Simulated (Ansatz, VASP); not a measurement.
# TaN in VASP and in Ansatz

```
Ta N
1.0
     2.93800    0.00000    0.00000
    -1.46900    2.54438    0.00000
     0.00000    0.00000    2.88300
Ta N
1 1
Direct
  0.33333 0.66667 0.50000
  0.00000 0.00000 0.00000
```

Alike in both runs: task electric field gradients; functional r2SCAN; k mesh 18 × 18 × 16; occupations fermi-dirac, width 0.05 eV; collinear spin.

|  | VASP | Ansatz |
| --- | --- | --- |
| version | VASP 6.6.1 | Ansatz 0.2.0 |
| potentials or method | VASP PAW PBE potentials, release 64 (Ta_pv, N) | plane-wave PAW, scalar-relativistic |
| plane-wave cutoff (eV) | 520 | 500 |
| valence electrons in the cell | 16 | 18 |

Ansatz gave:

- pressure (GPa): -0.2
- traceless stress, the component that is largest in VASP (GPa): 0.51
- net moment per atom (μB): 0.00
- size of Vzz on the site where it differs most (V/Å²): 42.0

Question: Which values does VASP return?

Answer: Pressure (GPa): 1.4; traceless stress, the component that is largest in VASP (GPa): 0.67; net moment per atom (μB): 0.00; size of Vzz on the site where it differs most (V/Å²): 7.9.

VASP's potentials were made for PBE, not for r2SCAN. With one functional, cell and mesh, what is left measures potentials, basis and numerics. VASP's potentials hold 16 valence electrons a cell and Ansatz's 18, so a difference there can come from the potentials and not from the codes. Ansatz's warnings: seeded moment not kept, stability check not made.

Spin-orbit coupling is off throughout.
